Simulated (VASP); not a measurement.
# ZnS (P6_3mc) in VASP: a series of runs, part 2 of 2

VASP 6.6.1. The steps go on from the part before.

## Step 3: Single point, PBE (strain -0.0150 x Voigt [0, 0, 1, 0, 0, 0])

File INCAR:

```
SYSTEM = ZnS
PREC = Accurate
ENCUT = 520
EDIFF = 1E-6
ISMEAR = 0
SIGMA = 0.05
LREAL = .FALSE.
LASPH = .TRUE.
NELM = 60
ALGO = Normal
ISIF = 2
LWAVE = .FALSE.
LCHARG = .FALSE.
GGA = PE
NBANDS = 26
```

File KPOINTS:

```
regular mesh
0
G
  12 12 4
  0 0 0
```

File POSCAR:

```
ZnS
1.0
    3.8454929889      0.0000000000      0.0000000000
   -1.9227464944      3.3302946184      0.0000000000
    0.0000000000      0.0000000000      6.2107533051
Zn S
2 2
Direct
    0.3333333333      0.6666666667      0.0052197899
    0.6666666667      0.3333333333      0.5052197899
    0.3333333333      0.6666666667      0.3797802101
    0.6666666667      0.3333333333      0.8797802101
```

Potentials or basis: VASP PAW PBE potentials, release 64 (Zn, S).

Run with:

```bash
cat potpaw_PBE.64/Zn/POTCAR potpaw_PBE.64/S/POTCAR > POTCAR
mpirun -np 1 vasp_std > vasp.out
```

OUTCAR:

```text
SYSTEM = ZnS
   PREC = Accurate
   ENCUT = 520
   EDIFF = 1E-6
   ISMEAR = 0
   LREAL = .FALSE.
   LASPH = .TRUE.
   NELM = 60
   ISIF = 2
   GGA = PE

 ion  position               nearest neighbor table
   1  0.333  0.667  0.005-   3 2.33   4 2.35   4 2.35   4 2.35
   2  0.667  0.333  0.505-   4 2.33   3 2.35   3 2.35   3 2.35
   3  0.333  0.667  0.380-   1 2.33   2 2.35   2 2.35   2 2.35
   4  0.667  0.333  0.880-   2 2.33   1 2.35   1 2.35   1 2.35

  LATTYP: Found a hexagonal cell.
 ALAT       =     3.8454929889
 C/A-ratio  =     1.6150733659

  Lattice vectors:

 A1 = (   3.8454929889,   0.0000000000,   0.0000000000)
 A2 = (  -1.9227464944,   3.3302946184,   0.0000000000)
 A3 = (   0.0000000000,   0.0000000000,   6.2107533051)

Analysis of symmetry for initial positions (statically):
=====================================================================
 Subroutine PRICEL returns:
 Original cell was already a primitive cell.

 Routine SETGRP: Setting up the symmetry group for a
 hexagonal supercell.

[... 167 lines left out ...]
  ext. energy  EPLUGINS =         0.00000000
  ---------------------------------------------------
  free energy    TOTEN  =       -13.68307957 eV

  energy without entropy =      -13.68307957  energy(sigma->0) =      -13.68307957

 E-fermi :   2.2862     XC(G=0):  -9.5854

 val. band max:        2.0341195625   @ k =   0.0000   0.0000   0.0000
 cond. band min:       4.2120573527   @ k =   0.0000   0.0000   0.0000
 fundamental gap:      2.1779377902
 Fermi energy:         2.2861588218

 k-point     1 :       0.0000    0.0000    0.0000
  band No.  band energies     occupation
      1     -11.0604      2.00000
      2     -10.1095      2.00000
      3      -4.2679      2.00000
      4      -4.2435      2.00000
      5      -4.2435      2.00000
      6      -4.1587      2.00000
[... 685 lines left out ...]
     25      10.8294      0.00000
     26      11.7706      0.00000

 [... further k-points ...]
[... 5 lines left out ...]
  --------------------------------------------------------------------------------------
  -------------------------------------------------------------------------------------
  Total        0.2678207      0.2678207      1.3421716      0.0000000      0.0000000      0.0000000
  in kB        5.3948057      5.3948057     27.0358286      0.0000000      0.0000000      0.0000000
  external PRESSURE =      12.6084800 kB  Pullay stress =       0.0000000 kB

 VOLUME and BASIS-vectors are now :
 -----------------------------------------------------------------------------
  energy-cutoff  :      520.00
  volume of cell :       79.54
      direct lattice vectors                 reciprocal lattice vectors
     3.845492989  0.000000000  0.000000000     0.260044682  0.150136867  0.000000000
    -1.922746494  3.330294618  0.000000000     0.000000000  0.300273734  0.000000000
     0.000000000  0.000000000  6.210753305     0.000000000  0.000000000  0.161011064

 POSITION                                       TOTAL-FORCE (eV/Angst)
 -----------------------------------------------------------------------------------
     -0.00000      2.22020      0.03242         0.000000      0.000000     -0.097205
      1.92275      1.11010      3.13780         0.000000     -0.000000     -0.097205
     -0.00000      2.22020      2.35872         0.000000     -0.000000      0.097205
      1.92275      1.11010      5.46410        -0.000000      0.000000      0.097205
 -----------------------------------------------------------------------------------
    total drift:                               -0.000000     -0.000000     -0.000637

  FREE ENERGIE OF THE ION-ELECTRON SYSTEM (eV)
  ---------------------------------------------------
  free  energy   TOTEN  =       -13.6830795731 eV

  energy  without entropy=      -13.6830795731  energy(sigma->0) =      -13.68307957
```

OSZICAR:

```text
N       E                     dE             d eps       ncg     rms          rms(c)
DAV:   1     0.245375916790E+03    0.24538E+03   -0.17081E+04  2964   0.167E+03
DAV:   2     0.100666495516E+02   -0.23531E+03   -0.22523E+03  3056   0.351E+02
DAV:   3    -0.139473354042E+02   -0.24014E+02   -0.23766E+02  3554   0.111E+02
DAV:   4    -0.145296466936E+02   -0.58231E+00   -0.58104E+00  3400   0.174E+01
DAV:   5    -0.145386515226E+02   -0.90048E-02   -0.90027E-02  3578   0.213E+00    0.963E+00
DAV:   6    -0.136926982393E+02    0.84595E+00   -0.16307E+00  4452   0.367E+01    0.741E+00
DAV:   7    -0.136882878568E+02    0.44104E-02   -0.12061E+00  3136   0.642E+00    0.342E+00
DAV:   8    -0.136821451965E+02    0.61427E-02   -0.34854E-02  3628   0.182E+00    0.956E-01
DAV:   9    -0.136827045132E+02   -0.55932E-03   -0.86708E-03  3996   0.132E+00    0.225E-01
DAV:  10    -0.136828569201E+02   -0.15241E-03   -0.61380E-04  3452   0.326E-01    0.925E-02
DAV:  11    -0.136830771032E+02   -0.22018E-03   -0.35037E-04  3062   0.121E-01    0.556E-02
DAV:  12    -0.136830762922E+02    0.81102E-06   -0.12658E-05  3566   0.340E-02    0.108E-02
DAV:  13    -0.136830795467E+02   -0.32545E-05   -0.55875E-06  3022   0.167E-02    0.275E-03
DAV:  14    -0.136830795731E+02   -0.26486E-07   -0.47471E-07  2330   0.148E-02
   1 F= -.13683080E+02 E0= -.13683080E+02  d E =-.904071E-15
```

stdout:

```text
POSCAR found type information on POSCAR ZnS
 POSCAR found :  2 types and       4 ions
 scaLAPACK will be used
 LDA part: xc-table for (Slater+PW92), standard interpolation
 POSCAR, INCAR and KPOINTS ok, starting setup
 FFT: planning ... GRIDC
 FFT: planning ... GRID_SOFT
 FFT: planning ... GRID
 WAVECAR not read
 entering main loop
```

It took 1.7 min on 1 thread of AMD EPYC 7R43 (Zen 3), shared host; peak memory 0.23 GiB.

What came out:

- Free energy: -13.6831 eV
- Pressure: 1.3 GPa
- Largest force: 0.097 eV/Å
- Band gap on the k mesh: 2.18 eV, direct

Forces in eV/Å, atoms in the order of the input:
```
Zn   0.000  0.000 -0.097
Zn   0.000  0.000 -0.097
S    0.000  0.000  0.097
S    0.000  0.000  0.097
```

Stress tensor (GPa, compression positive):
```
0.54 0.00 0.00
0.00 0.54 0.00
0.00 0.00 2.70
```

Caveat: the cell differs from its parent crystal (strain -0.0150 x Voigt [0, 0, 1, 0, 0, 0]). A k mesh can miss the band edges.

## Step 4: Single point, PBE (strain -0.0100 x Voigt [0, 0, 1, 0, 0, 0])

File INCAR:

```
PREC = Accurate ; ENCUT = 520
EDIFF = 1E-7 ; ISMEAR = 0
SIGMA = 0.05 ; LREAL = F
LASPH = T ; NELM = 80
ALGO = Normal ; ISIF = 2
LWAVE = F ; LCHARG = T
GGA = PE ; LELF = T
LVHAR = T ; NBANDS = 26
```

File KPOINTS:

```
Automatic mesh
0
Gamma
  12 12 4
```

Changes to POSCAR since step 3:

```diff
@@ -4,3 +4,3 @@
    -1.9227464944      3.3302946184      0.0000000000
-    0.0000000000      0.0000000000      6.2107533051
+    0.0000000000      0.0000000000      6.2422799717
 Zn S
```

Potentials or basis: VASP PAW PBE potentials, release 64 (Zn, S).

Run with:

```bash
cat potpaw_PBE.64/Zn/POTCAR potpaw_PBE.64/S/POTCAR > POTCAR
mpirun -np 1 vasp_std > vasp.out
```

OUTCAR:

```text
PREC = Accurate
   ENCUT = 520
   EDIFF = 1E-7
   ISMEAR = 0
   LREAL = F
   LASPH = T
   NELM = 80
   ISIF = 2
   GGA = PE

 ion  position               nearest neighbor table
   1  0.333  0.667  0.005-   3 2.34   4 2.35   4 2.35   4 2.35
   2  0.667  0.333  0.505-   4 2.34   3 2.35   3 2.35   3 2.35
   3  0.333  0.667  0.380-   1 2.34   2 2.35   2 2.35   2 2.35
   4  0.667  0.333  0.880-   2 2.34   1 2.35   1 2.35   1 2.35

  LATTYP: Found a hexagonal cell.
 ALAT       =     3.8454929889
 C/A-ratio  =     1.6232717079

  Lattice vectors:

 A1 = (   3.8454929889,   0.0000000000,   0.0000000000)
 A2 = (  -1.9227464944,   3.3302946184,   0.0000000000)
 A3 = (   0.0000000000,   0.0000000000,   6.2422799717)

Analysis of symmetry for initial positions (statically):
=====================================================================
 Subroutine PRICEL returns:
 Original cell was already a primitive cell.

 Routine SETGRP: Setting up the symmetry group for a
 hexagonal supercell.

 Subroutine GETGRP returns: Found 12 space group operations
 (whereof  6 operations were pure point group operations)
 out of a pool of 24 trial point group operations.

The static configuration has the point symmetry C_3v.
 The point group associated with its full space group is C_6v.

Analysis of symmetry for dynamics (positions and initial velocities):
=====================================================================
 Subroutine PRICEL returns:
 Original cell was already a primitive cell.

 Routine SETGRP: Setting up the symmetry group for a
 hexagonal supercell.

 Subroutine GETGRP returns: Found 12 space group operations
 (whereof  6 operations were pure point group operations)
 out of a pool of 24 trial point group operations.

The dynamic configuration has the point symmetry C_3v.
 The point group associated with its full space group is C_6v.

 Subroutine INISYM returns: Found 12 space group operations
 (whereof  6 operations are pure point group operations),
[... 113 lines left out ...]
   EMIN   =  10.00;   EMAX   =-10.00  energy-range for DOS
   EFERMI =   0.00;   METHOD = LEGACY
   ISMEAR =     0;   SIGMA  =   0.05  broadening in eV -4-tet -1-fermi 0-gaus
   EFERMI_NEDOS =   21; number of points for ismear=-14 and -15
   IALGO  =     38    algorithm
   IMIX   =      4    mixing-type and parameters
     AMIX     =   0.40;   BMIX     =  1.00
     AMIX_MAG =   1.60;   BMIX_MAG =  1.00
  volume/ion in A,a.u.               =      19.99       134.87
  Fermi-wavevector in a.u.,A,eV,Ry     =   1.254825  2.371275 21.423526  1.574585
  Thomas-Fermi vector in A             =   2.388611
   LORBIT       =      0    0 simple, 1 ext, 2 COOP (PROOUT), +10 PAW based schemes
   GGA     = PE    functional components
   LHFCALC =     F    Hartree Fock is set to
   AEXX    =    0.0000 exact exchange contribution
   IVDW    =     0    specifies the selected vdW correction
   LEPSILON=     F    determine dielectric tensor
   LRPA    =     F    only Hartree local field effects (RPA)
 non-spin polarized calculation
 Gauss-broadening in eV      SIGMA  =   0.05
  energy-cutoff  :      520.00
  volume of cell :       79.94
 maximum number of plane-waves:      2180
 NGX is ok and might be reduce to    30
   NGX = 15   NGY = 15   NGZ = 23

 number of electron      36.0000036 magnetization

 Free energy of the ion-electron system (eV)
  ---------------------------------------------------
  ext. energy  EPLUGINS =         0.00000000
  ---------------------------------------------------
  free energy    TOTEN  =       -13.68881404 eV

  energy without entropy =      -13.68881404  energy(sigma->0) =      -13.68881404

 E-fermi :   2.2489     XC(G=0):  -9.5620

 val. band max:        1.9929202314   @ k =   0.0000   0.0000   0.0000
 cond. band min:       4.1390098595   @ k =   0.0000   0.0000   0.0000
 fundamental gap:      2.1460896282
 Fermi energy:         2.2488821315

 k-point     1 :       0.0000    0.0000    0.0000
  band No.  band energies     occupation
      1     -11.0716      2.00000
      2     -10.1418      2.00000
      3      -4.2926      2.00000
      4      -4.2726      2.00000
      5      -4.2726      2.00000
      6      -4.1901      2.00000
[... 685 lines left out ...]
     25      10.7552      0.00000
     26      11.7189      0.00000

 [... further k-points ...]
[... 5 lines left out ...]
  --------------------------------------------------------------------------------------
  -------------------------------------------------------------------------------------
  Total        0.1986885      0.1986885      0.8987645      0.0000000      0.0000000      0.0000000
  in kB        3.9820383      3.9820383     18.0126902      0.0000000      0.0000000      0.0000000
  external PRESSURE =       8.6589222 kB  Pullay stress =       0.0000000 kB

 VOLUME and BASIS-vectors are now :
 -----------------------------------------------------------------------------
  energy-cutoff  :      520.00
  volume of cell :       79.94
      direct lattice vectors                 reciprocal lattice vectors
     3.845492989  0.000000000  0.000000000     0.260044682  0.150136867  0.000000000
    -1.922746494  3.330294618  0.000000000     0.000000000  0.300273734  0.000000000
     0.000000000  0.000000000  6.242279972     0.000000000  0.000000000  0.160197877

 POSITION                                       TOTAL-FORCE (eV/Angst)
 -----------------------------------------------------------------------------------
     -0.00000      2.22020      0.03258        -0.000000     -0.000000     -0.060776
      1.92275      1.11010      3.15372        -0.000000      0.000000     -0.060776
     -0.00000      2.22020      2.37069        -0.000000      0.000000      0.060776
      1.92275      1.11010      5.49183         0.000000     -0.000000      0.060776
 -----------------------------------------------------------------------------------
    total drift:                               -0.000000     -0.000000     -0.000611

  FREE ENERGIE OF THE ION-ELECTRON SYSTEM (eV)
  ---------------------------------------------------
  free  energy   TOTEN  =       -13.6888140369 eV

  energy  without entropy=      -13.6888140369  energy(sigma->0) =      -13.68881404
```

stdout:

```text
POSCAR found type information on POSCAR ZnS
 POSCAR found :  2 types and       4 ions
 scaLAPACK will be used
 LDA part: xc-table for (Slater+PW92), standard interpolation
 POSCAR, INCAR and KPOINTS ok, starting setup
 FFT: planning ... GRIDC
 FFT: planning ... GRID_SOFT
 FFT: planning ... GRID
 WAVECAR not read
 entering main loop
```

Run time: 1.9 min. Hardware: 1 thread of AMD EPYC 7R43 (Zen 3), shared host; peak memory 0.22 GiB.

What came out:

```
Free energy            : -13.6888 eV
Pressure               : 0.9 GPa
Largest force          : 0.061 eV/Å
Band gap on the k mesh : 2.15 eV, direct
```

Forces in eV/Å, atoms in the order of the input:
```
Zn   0.000  0.000 -0.061
Zn   0.000  0.000 -0.061
S    0.000  0.000  0.061
S    0.000  0.000  0.061
```

Stress tensor (GPa, compression positive):
```
0.40 0.00 0.00
0.00 0.40 0.00
0.00 0.00 1.80
```

Caveat: the cell differs from its parent crystal (strain -0.0100 x Voigt [0, 0, 1, 0, 0, 0]).

## Step 5: Single point, PBE (strain -0.0050 x Voigt [0, 0, 1, 0, 0, 0])

File INCAR:

```
SYSTEM = ZnS
ALGO = Normal ; EDIFF = 1E-6
ENCUT = 520 ; GGA = PE
ISIF = 2 ; ISMEAR = 0
LASPH = .TRUE. ; LCHARG = .FALSE.
LREAL = .FALSE. ; LWAVE = .FALSE.
NBANDS = 26 ; NELM = 60
PREC = Accurate ; SIGMA = 0.05
```

File KPOINTS:

```
k-points
0
G
  12 12 4
  0 0 0
```

Changes to POSCAR since step 4:

```diff
@@ -4,3 +4,3 @@
    -1.9227464944      3.3302946184      0.0000000000
-    0.0000000000      0.0000000000      6.2422799717
+    0.0000000000      0.0000000000      6.2738066382
 Zn S
```

Run with:

```bash
cat potpaw_PBE.64/Zn/POTCAR potpaw_PBE.64/S/POTCAR > POTCAR
mpirun -np 1 vasp_std > vasp.out
```

Wall time 95 s (1 thread of AMD EPYC 7R43 (Zen 3), shared host); peak memory 0.22 GiB.

It converged, with:

```
Free energy            : -13.6923 eV
Pressure               : 0.5 GPa
Largest force          : 0.028 eV/Å
Band gap on the k mesh : 2.11 eV, direct
```

Forces in eV/Å, atoms in the order of the input:
```
Zn   0.000  0.000 -0.028
Zn   0.000  0.000 -0.028
S    0.000  0.000  0.028
S    0.000  0.000  0.028
```

Stress tensor (GPa, compression positive):
```
0.26 0.00 0.00
0.00 0.26 0.00
0.00 0.00 0.94
```

Levels at points of the mesh, in eV from the valence-band top:
```csv
k point,band 15,band 16,band 17,band 18,band 19,band 20,band 21,band 22
"(0.00, 0.00, 0.00)",-0.88,-0.06,0.00,0.00,2.11,3.03,6.31,6.31
"(0.50, 0.00, 0.00)",-3.17,-2.17,-1.62,-0.84,3.67,4.21,5.16,6.92
"(0.00, 0.00, 0.50)",-0.46,-0.46,-0.46,-0.46,3.48,3.48,6.76,6.76
"(0.50, 0.00, 0.50)",-1.56,-1.56,-1.56,-1.56,3.56,3.56,5.25,5.25
```

Caveat: the cell differs from its parent crystal (strain -0.0050 x Voigt [0, 0, 1, 0, 0, 0]). A k mesh can miss the band edges.

## Step 6: Single point, PBE (strain +0.0050 x Voigt [0, 0, 1, 0, 0, 0])

File INCAR:

```
PREC = Accurate ; ENCUT = 520
EDIFF = 1E-7 ; ISMEAR = 0
SIGMA = 0.05 ; LREAL = F
LASPH = T ; NELM = 80
ALGO = Normal ; ISIF = 2
LWAVE = F ; LCHARG = F
GGA = PE ; NBANDS = 26
```

File KPOINTS:

```
Automatic mesh
0
Gamma
  12 12 4
```

Changes to POSCAR since step 5:

```diff
@@ -4,3 +4,3 @@
    -1.9227464944      3.3302946184      0.0000000000
-    0.0000000000      0.0000000000      6.2738066382
+    0.0000000000      0.0000000000      6.3368599712
 Zn S
```

Potentials or basis: VASP PAW PBE potentials, release 64 (Zn, S).

Run with:

```bash
cat potpaw_PBE.64/Zn/POTCAR potpaw_PBE.64/S/POTCAR > POTCAR
mpirun -np 1 vasp_std > vasp.out
```

OUTCAR:

```text
PREC = Accurate
   ENCUT = 520
   EDIFF = 1E-7
   ISMEAR = 0
   LREAL = F
   LASPH = T
   NELM = 80
   ISIF = 2
   GGA = PE

 ion  position               nearest neighbor table
   1  0.333  0.667  0.005-   4 2.36   4 2.36   4 2.36   3 2.37
   2  0.667  0.333  0.505-   3 2.36   3 2.36   3 2.36   4 2.37
   3  0.333  0.667  0.380-   2 2.36   2 2.36   2 2.36   1 2.37
   4  0.667  0.333  0.880-   1 2.36   1 2.36   1 2.36   2 2.37

  LATTYP: Found a hexagonal cell.
 ALAT       =     3.8454929889
[... 889 lines left out ...]
     25      10.5435      0.00000
     26      11.5751      0.00000

 [... further k-points ...]
[... 5 lines left out ...]
  --------------------------------------------------------------------------------------
  -------------------------------------------------------------------------------------
  Total       -0.0022224     -0.0022224     -0.3240299     -0.0000000      0.0000000      0.0000000
  in kB       -0.0438753     -0.0438753     -6.3971549     -0.0000000      0.0000000      0.0000000
  external PRESSURE =      -2.1616352 kB  Pullay stress =       0.0000000 kB

 VOLUME and BASIS-vectors are now :
 -----------------------------------------------------------------------------
  energy-cutoff  :      520.00
  volume of cell :       81.15
      direct lattice vectors                 reciprocal lattice vectors
     3.845492989  0.000000000  0.000000000     0.260044682  0.150136867  0.000000000
    -1.922746494  3.330294618  0.000000000     0.000000000  0.300273734  0.000000000
     0.000000000  0.000000000  6.336859971     0.000000000  0.000000000  0.157806864

 POSITION                                       TOTAL-FORCE (eV/Angst)
 -----------------------------------------------------------------------------------
     -0.00000      2.22020      0.03308        -0.000000     -0.000000      0.026848
      1.92275      1.11010      3.20151        -0.000000      0.000000      0.026848
     -0.00000      2.22020      2.40661        -0.000000      0.000000     -0.026848
      1.92275      1.11010      5.57504         0.000000     -0.000000     -0.026848
 -----------------------------------------------------------------------------------
    total drift:                               -0.000000     -0.000000      0.000151

  FREE ENERGIE OF THE ION-ELECTRON SYSTEM (eV)
  ---------------------------------------------------
  free  energy   TOTEN  =       -13.6931969640 eV

  energy  without entropy=      -13.6931969640  energy(sigma->0) =      -13.69319696
```

Wall time 1.7 min (1 thread of AMD EPYC 7R43 (Zen 3), shared host); peak memory 0.21 GiB.

What came out:

```yaml
Free_energy: -13.6932 eV
Pressure: -0.2 GPa
Largest_force: 0.027 eV/Å
Band_gap_on_the_k_mesh: 2.05 eV, direct
```

Forces on the atoms (eV/Å):
```
Zn   0.000  0.000  0.027
Zn   0.000  0.000  0.027
S    0.000  0.000 -0.027
S    0.000  0.000 -0.027
```

Stress tensor (GPa, compression positive):
```
 0.00  0.00  0.00
 0.00  0.00  0.00
 0.00  0.00 -0.64
```

Levels at points of the mesh, in eV from the valence-band top:
| k point | band 15 | band 16 | band 17 | band 18 | band 19 | band 20 | band 21 | band 22 |
| --- | --- | --- | --- | --- | --- | --- | --- | --- |
| (0.00, 0.00, 0.00) | -0.83 | -0.09 | 0.00 | 0.00 | 2.05 | 3.07 | 6.35 | 6.35 |
| (0.50, 0.00, 0.00) | -3.12 | -2.11 | -1.60 | -0.85 | 3.70 | 4.15 | 5.12 | 6.94 |
| (0.00, 0.00, 0.50) | -0.44 | -0.44 | -0.44 | -0.44 | 3.47 | 3.47 | 6.72 | 6.72 |
| (0.50, 0.00, 0.50) | -1.57 | -1.57 | -1.53 | -1.53 | 3.52 | 3.52 | 5.23 | 5.23 |

Caveat: the cell differs from its parent crystal (strain +0.0050 x Voigt [0, 0, 1, 0, 0, 0]). A k mesh can miss the band edges.

## Step 7: Overview

```tsv
cell	gap on the mesh (eV)	pressure (GPa)	largest force (eV/Å)
a = 3.845, b = 3.845, c = 6.179 Å, angles 90.0, 90.0, 120.0°, 4 atoms	2.21	1.7	0.14
a = 3.845, b = 3.845, c = 6.211 Å, angles 90.0, 90.0, 120.0°, 4 atoms	2.18	1.3	0.10
a = 3.845, b = 3.845, c = 6.242 Å, angles 90.0, 90.0, 120.0°, 4 atoms	2.15	0.9	0.06
a = 3.845, b = 3.845, c = 6.274 Å, angles 90.0, 90.0, 120.0°, 4 atoms	2.11	0.5	0.03
a = 3.845, b = 3.845, c = 6.337 Å, angles 90.0, 90.0, 120.0°, 4 atoms	2.05	-0.2	0.03
```

Alike in all rows: task single point; level PBE; potentials or basis VASP PAW PBE potentials, release 64 (Zn, S); no spin polarisation; k mesh 12 × 12 × 4; cutoff (eV) 520; smearing gaussian 0.05 eV.

Total energies depend on the potentials used, so only differences within one code and one set of settings carry meaning.
